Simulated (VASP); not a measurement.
# TiSi16 (a cell with a defect) in VASP: notebook

Runs on TiSi16 (a cell with a defect). Level: LDA. Tasks: single point.

All numbers are computed with VASP 6.6.1; they aren't measurements. Logs are shortened: lines on timing, memory, paths and dates and some standing lists are left out, and cuts for length are marked.

## 1. The cell of the first run

The cell holds a defect, 17 atoms: a = 7.679 Å, b = 7.679 Å, c = 7.679 Å, α = 60.00°, β = 60.00°, γ = 60.00°.

## 2. Single point, LDA

Contents of INCAR:

```
SYSTEM = TiSi16
ALGO = Normal ; EDIFF = 1E-6
ENCUT = 520 ; ISIF = 2
ISMEAR = -1 ; LASPH = .TRUE.
LCHARG = .FALSE. ; LREAL = Auto
LWAVE = .FALSE. ; NBANDS = 52
NELM = 80 ; PREC = Accurate
SIGMA = 0.02
```

Contents of KPOINTS:

```
k-points
0
G
  2 2 2
  0 0 0
```

Contents of POSCAR:

```
TiSi16
1.0
    0.0000000000      5.4300000000      5.4300000000
    5.4300000000      0.0000000000      5.4300000000
    5.4300000000      5.4300000000      0.0000000000
Si Ti
16 1
Direct
    0.0675874770     -0.0555432781     -0.0590055249
    0.1358195212      0.1171270718      0.0790239411
   -0.0459576427      0.0368968692      0.5056445672
    0.1487292818      0.1273480663      0.5816022099
    0.0130478821      0.4590883978     -0.0489963168
    0.0955985267      0.5705709024      0.1299815838
   -0.0227624309      0.4694290976      0.5600000000
    0.0989502762      0.6624861878      0.6169797422
    0.4784162063     -0.0283977901      0.0051565378
    0.6453222836      0.1680110497      0.0265377532
    0.5245764273     -0.0200644567      0.4120902394
    0.5827348066      0.0766206262      0.6373020258
    0.4441712707      0.4828637201     -0.0721639042
    0.6097237569      0.5826519337      0.0451012891
    0.4605616943      0.4675598527      0.4704880295
    0.6318968692      0.6044751381      0.5277900552
    0.2342357274      0.7241436464      0.2350644567
```

Potentials or basis: VASP PAW LDA potentials, release 64 (Si, Ti_sv).

Run with:

```sh
> cat potpaw_LDA.64/Si/POTCAR potpaw_LDA.64/Ti_sv/POTCAR > POTCAR
> mpirun -np 1 vasp_std > vasp.out
```

OUTCAR:

```text
SYSTEM = TiSi16
   EDIFF = 1E-6
   ENCUT = 520
   ISIF = 2
   ISMEAR = -1
   LASPH = .TRUE.
   LREAL = Auto
   NELM = 80
   PREC = Accurate

 ion  position               nearest neighbor table
   1  0.068  0.944  0.941-   4 2.29   2 2.41   6 2.43  17 2.55  10 2.71
   2  0.136  0.117  0.079-   5 2.15   9 2.17   1 2.41  17 2.47   3 2.71
   3  0.954  0.037  0.506-   4 2.32   8 2.35  12 2.41   2 2.71
   4  0.149  0.127  0.582-   7 2.23   1 2.29   3 2.32  11 2.40
   5  0.013  0.459  0.951-   2 2.15   8 2.19   6 2.37  14 2.55   7 3.11
   6  0.096  0.571  0.130-  13 2.26   5 2.37   1 2.43  17 2.50   7 2.73
   7  0.977  0.469  0.560-   4 2.23   8 2.39  16 2.41   6 2.73  17 2.83   5 3.11
   8  0.099  0.662  0.617-   5 2.19   3 2.35  15 2.37   7 2.39  17 2.44
   9  0.478  0.972  0.005-   2 2.17  12 2.32  10 2.52  14 2.53  17 2.67
  10  0.645  0.168  0.027-  13 2.10  11 2.46   9 2.52   1 2.71  14 3.13
  11  0.525  0.980  0.412-  16 2.36   4 2.40  10 2.46  12 2.48
  12  0.583  0.077  0.637-   9 2.32   3 2.41  15 2.46  11 2.48
  13  0.444  0.483  0.928-  10 2.10   6 2.26  14 2.41  16 2.54  17 3.03
  14  0.610  0.583  0.045-  13 2.41  17 2.42   9 2.53   5 2.55  15 2.67  10 3.13
  15  0.461  0.468  0.470-  16 2.34   8 2.37  12 2.46  17 2.52  14 2.67
  16  0.632  0.604  0.528-  15 2.34  11 2.36   7 2.41  13 2.54
  17  0.234  0.724  0.235-  14 2.42   8 2.44   2 2.47   6 2.50  15 2.52   1 2.55   9 2.67   7 2.83
                            13 3.03

  LATTYP: Found a face centered cubic cell.
 ALAT       =    10.8600000000

  Lattice vectors:

 A1 = (   0.0000000000,   5.4300000000,   5.4300000000)
 A2 = (   5.4300000000,   0.0000000000,   5.4300000000)
 A3 = (   5.4300000000,   5.4300000000,   0.0000000000)

Analysis of symmetry for initial positions (statically):
=====================================================================
 Subroutine PRICEL returns:
 Original cell was already a primitive cell.

 Routine SETGRP: Setting up the symmetry group for a
 face centered cubic supercell.

 Subroutine GETGRP returns: Found  1 space group operations
 (whereof  1 operations were pure point group operations)
 out of a pool of 48 trial point group operations.

The static configuration has the point symmetry C_1 .

Analysis of symmetry for dynamics (positions and initial velocities):
=====================================================================
 Subroutine PRICEL returns:
 Original cell was already a primitive cell.

 Routine SETGRP: Setting up the symmetry group for a
 face centered cubic supercell.

 Subroutine GETGRP returns: Found  1 space group operations
 (whereof  1 operations were pure point group operations)
 out of a pool of 48 trial point group operations.

The dynamic configuration has the point symmetry C_1 .

 Subroutine INISYM returns: Found  1 space group operations
 (whereof  1 operations are pure point group operations),
 and found     1 'primitive' translations

----------------------------------------------------------------------------------------

                                     Primitive cell

  volume of cell :     320.2060

  direct lattice vectors                    reciprocal lattice vectors
     0.000000000  5.430000000  5.430000000    -0.092081031  0.092081031  0.092081031
     5.430000000  0.000000000  5.430000000     0.092081031 -0.092081031  0.092081031
     5.430000000  5.430000000  0.000000000     0.092081031  0.092081031 -0.092081031

  length of vectors
     7.679179644  7.679179644  7.679179644     0.159489025  0.159489025  0.159489025

  position of ions in fractional coordinates (direct lattice)
     0.067587477  0.944456722  0.940994475
     0.135819521  0.117127072  0.079023941
     0.954042357  0.036896869  0.505644567
     0.148729282  0.127348066  0.581602210
     0.013047882  0.459088398  0.951003683
     0.095598527  0.570570902  0.129981584
[... 9 lines left out ...]
     0.631896869  0.604475138  0.527790055
     0.234235727  0.724143646  0.235064457

  ion indices of the primitive-cell ions
   primitive index   ion index
                 1           1
                 2           2
                 3           3
                 4           4
                 5           5
                 6           6
[... 9 lines left out ...]
                16          16
                17          17

----------------------------------------------------------------------------------------

 KPOINTS: k-points

Automatic generation of k-mesh.
 Grid dimensions read from file:
 generate k-points for:    2    2    2

 Generating k-lattice:

  Cartesian coordinates                     Fractional coordinates (reciprocal lattice)
    -0.046040516  0.046040516  0.046040516     0.500000000  0.000000000  0.000000000
     0.046040516 -0.046040516  0.046040516     0.000000000  0.500000000  0.000000000
     0.046040516  0.046040516 -0.046040516     0.000000000  0.000000000  0.500000000

  Length of vectors
     0.079744512  0.079744512  0.079744512

  Shift w.r.t. Gamma in fractional coordinates (k-lattice)
     0.000000000  0.000000000  0.000000000

 Subroutine IBZKPT returns following result:
 ===========================================

 Found      8 irreducible k-points:

 Following reciprocal coordinates:
            Coordinates               Weight
  0.000000  0.000000  0.000000      1.000000
  0.500000  0.000000  0.000000      1.000000
  0.000000  0.500000  0.000000      1.000000
  0.000000  0.000000  0.500000      1.000000
  0.500000  0.500000  0.500000      1.000000
  0.500000  0.500000  0.000000      1.000000
  0.000000  0.500000  0.500000      1.000000
  0.500000  0.000000  0.500000      1.000000
   k-points           NKPTS =      8   k-points in BZ     NKDIM =      8   number of bands    NBANDS=     52
   number of dos      NEDOS =    301   number of ions     NIONS =     17
   total plane-waves  NPLWV = 216000
   dimension x,y,z NGX =    60 NGY =   60 NGZ =   60
   dimension x,y,z NGXF=   120 NGYF=  120 NGZF=  120
   ions per type =              16   1
   NGX,Y,Z   is equivalent  to a cutoff of  12.99, 12.99, 12.99 a.u.
   NGXF,Y,Z  is equivalent  to a cutoff of  25.98, 25.98, 25.98 a.u.
 SYSTEM =  TiSi16
   PREC   = accura    normal or accurate (medium, high low for compatibility)
   ISTART =      0    job   : 0-new  1-cont  2-samecut
   ICHARG =      2    charge: 1-file 2-atom 10-const
   ISPIN  =      1    spin polarized calculation?
   LNONCOLLINEAR =      F non collinear calculations
   LSORBIT =      F    spin-orbit coupling
   LASPH  =      T    aspherical Exc in radial PAW
   ENCUT  =  520.0 eV  38.22 Ry    6.18 a.u.  14.28 14.28 14.28*2*pi/ulx,y,z
   NELM   =     80;   NELMIN=  2; NELMDL= -5     # of ELM steps
   EDIFF  = 0.1E-05   stopping-criterion for ELM
   LREAL  =      T    real-space projection
   EDIFFG = 0.1E-04   stopping-criterion for IOM
   NSW    =      0    number of steps for IOM
   IBRION =     -1    ionic relax: 0-MD 1-quasi-New 2-CG
   NFREE  =      0    steps in history (QN), initial steepest desc. (CG)
   ISIF   =      2    stress and relaxation
   ISYM   =      2    0-nonsym 1-usesym 2-fastsym
   POTIM  = 0.5000    time-step for ionic-motion
   TEBEG  =    0.0;   TEEND  =   0.0 temperature during run
   PSTRESS=    0.0 pullay stress
   NELECT =      76.0000    total number of electrons
   NUPDOWN=      -1.0000    fix difference up-down
   EMIN   =  10.00;   EMAX   =-10.00  energy-range for DOS
   EFERMI =   0.00;   METHOD = LEGACY
   ISMEAR =    -1;   SIGMA  =   0.02  broadening in eV -4-tet -1-fermi 0-gaus
   EFERMI_NEDOS =   21; number of points for ismear=-14 and -15
   IALGO  =     38    algorithm
   IMIX   =      4    mixing-type and parameters
     AMIX     =   0.40;   BMIX     =  1.00
     AMIX_MAG =   1.60;   BMIX_MAG =  1.00
  volume/ion in A,a.u.               =      18.84       127.11
  Fermi-wavevector in a.u.,A,eV,Ry     =   1.013607  1.915439 13.978610  1.027399
  Thomas-Fermi vector in A             =   2.146786
   LORBIT       =      0    0 simple, 1 ext, 2 COOP (PROOUT), +10 PAW based schemes
   GGA     = CA    functional components
   LHFCALC =     F    Hartree Fock is set to
   AEXX    =    0.0000 exact exchange contribution
   IVDW    =     0    specifies the selected vdW correction
   LEPSILON=     F    determine dielectric tensor
   LRPA    =     F    only Hartree local field effects (RPA)
 non-spin polarized calculation
  energy-cutoff  :      520.00
  volume of cell :      320.21
 maximum number of plane-waves:      8646
 NGX is ok and might be reduce to    60
   NGX = 29   NGY = 29   NGZ = 29

 number of electron      75.9999998 magnetization

 Free energy of the ion-electron system (eV)
  ---------------------------------------------------
  ext. energy  EPLUGINS =         0.00000000
  ---------------------------------------------------
  free energy    TOTEN  =       -98.22874028 eV

  energy without entropy =      -98.21194085  energy(sigma->0) =      -98.22034057

 E-fermi :   6.6366     XC(G=0):  -9.9801

 val. band max:        6.6348187010   @ k =   0.5000   0.5000   0.5000
 cond. band min:       6.6626251691   @ k =   0.5000   0.0000   0.0000
 fundamental gap:      0.0278064681
 Fermi energy:         6.6366014871

 k-point     1 :       0.0000    0.0000    0.0000
  band No.  band energies     occupation
      1     -49.3340      2.00000
      2     -26.1338      2.00000
      3     -26.0822      2.00000
      4     -26.0275      2.00000
      5      -5.8124      2.00000
      6      -3.6218      2.00000
[... 42 lines left out ...]
     49       8.3772      0.00000
     50       8.6487      0.00000

 k-point     2 :       0.5000    0.0000    0.0000
  band No.  band energies     occupation
      1     -49.3340      2.00000
      2     -26.1338      2.00000
      3     -26.0822      2.00000
      4     -26.0275      2.00000
      5      -5.2910      2.00000
      6      -4.6732      2.00000
[... 310 lines left out ...]
 k-point     8 :       0.5000    0.0000    0.5000
  band No.  band energies     occupation
      1     -49.3340      2.00000
      2     -26.1338      2.00000
      3     -26.0822      2.00000
      4     -26.0275      2.00000
      5      -4.8874      2.00000
      6      -4.7624      2.00000
[... 42 lines left out ...]
     49       9.2837      0.00000
     50       9.8642      0.00000
 [bands above 50 left out]

------------------------ aborting loop because EDIFF is reached ----------------------------------------

  FORCE on cell =-STRESS in cart. coord.  units (eV):
  Direction    XX          YY          ZZ          XY          YZ          ZX
  --------------------------------------------------------------------------------------
  -------------------------------------------------------------------------------------
  Total       -3.9247462      4.3565426     -3.2437943     -6.5394218     -2.8852532      0.5192133
  in kB      -19.6377931     21.7983217    -16.2305936    -32.7205389    -14.4366036      2.5979267
  external PRESSURE =      -4.6900217 kB  Pullay stress =       0.0000000 kB

 VOLUME and BASIS-vectors are now :
 -----------------------------------------------------------------------------
  energy-cutoff  :      520.00
  volume of cell :      320.21
      direct lattice vectors                 reciprocal lattice vectors
     0.000000000  5.430000000  5.430000000    -0.092081031  0.092081031  0.092081031
     5.430000000  0.000000000  5.430000000     0.092081031 -0.092081031  0.092081031
     5.430000000  5.430000000  0.000000000     0.092081031  0.092081031 -0.092081031

 POSITION                                       TOTAL-FORCE (eV/Angst)
 -----------------------------------------------------------------------------------
     10.23800      5.47660      5.49540         0.916892     -1.146229     -0.672504
      1.06510      1.16660      1.37350         0.579248      0.034732     -2.250259
      2.94600      7.92610      5.38080        -1.130215     -0.934477     -0.196439
      3.84960      3.96570      1.49910        -1.268528      0.782945     -0.111005
      7.65680      5.23480      2.56370         2.632587     -1.053641     -0.710051
      3.80400      1.22490      3.61730         0.893070     -0.373791     -0.618830
[... 9 lines left out ...]
      6.14820      6.29710      6.71350         0.819867      0.773058     -0.260509
      5.20850      2.54830      5.20400        -0.110725     -0.229168     -0.406085
 -----------------------------------------------------------------------------------
    total drift:                                0.001101      0.005383      0.002399

  FREE ENERGIE OF THE ION-ELECTRON SYSTEM (eV)
  ---------------------------------------------------
  free  energy   TOTEN  =       -98.2287402811 eV

  energy  without entropy=      -98.2119408539  energy(sigma->0) =      -98.22034057
```

Run time: 3.3 min. Hardware: 1 thread of Intel Xeon 6975P-C (Granite Rapids), shared host; peak memory 0.38 GiB.

What came out:

```yaml
Free_energy: -98.2287 eV
Pressure: -0.5 GPa
Largest_force: 4.786 eV/Å
Band_gap_on_the_k_mesh: zero (bands 38 and 39 overlap by 0.07 eV)
```

Forces on the atoms (eV/Å):
```
Si   0.917 -1.146 -0.673
Si   0.579  0.035 -2.250
Si  -1.130 -0.934 -0.196
Si  -1.269  0.783 -0.111
Si   2.633 -1.054 -0.710
Si   0.893 -0.374 -0.619
Si   0.330 -1.426  0.801
Si  -0.295 -0.408  0.345
Si  -1.293  1.623  1.536
Si  -2.446  3.448 -2.244
Si   0.684 -0.090  0.452
Si  -0.432 -0.735  0.906
Si   1.047 -1.994  2.271
Si  -0.019  1.120  0.972
Si  -0.908  0.608  0.186
Si   0.820  0.773 -0.261
Ti  -0.111 -0.229 -0.406
```

Caveat: the k points lie up to 0.50 Å⁻¹ apart.

[end of part 1 of 3]
